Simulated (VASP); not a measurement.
Crystal: C.

```
C
1.0
     2.45591    0.00000    0.00000
    -1.22796    2.12688    0.00000
     0.00000    0.00000    7.01063
C
4
Direct
  0.00000 0.00000 0.25000
  0.00000 0.00000 0.75000
  0.33333 0.66667 0.25000
  0.66667 0.33333 0.75000
```

Base run:

- Program: VASP 6.6.1
- Functional: r2SCAN
- Potentials or basis: VASP PAW PBE potentials, release 64 (C)
- Cutoff: 520 eV
- k mesh: 15 × 15 × 5
- Occupations: fermi-dirac, width 0.05 eV
- Spin: no spin polarisation

Its results: band gap on the k mesh zero (band 8 reaches 4.31 eV, above the bottom of band 9 at 4.30 eV); pressure 0.7 GPa.

Q: After a change of settings the same cell gave: band gap on the k mesh 2.77 eV, indirect (least direct gap 2.78 eV); pressure 0.8 GPa. Which change was it?
A. k mesh from 15 × 15 × 5 to 14 × 14 × 4
B. k mesh from 15 × 15 × 5 to 12 × 12 × 4
C. k mesh from 15 × 15 × 5 to 9 × 9 × 3
D. k mesh from 15 × 15 × 5 to 5 × 5 × 2

A: D.

Caveats: some runs use coarse meshes; the PAW data sets were made with another functional, which shifts forces and pressure a little.
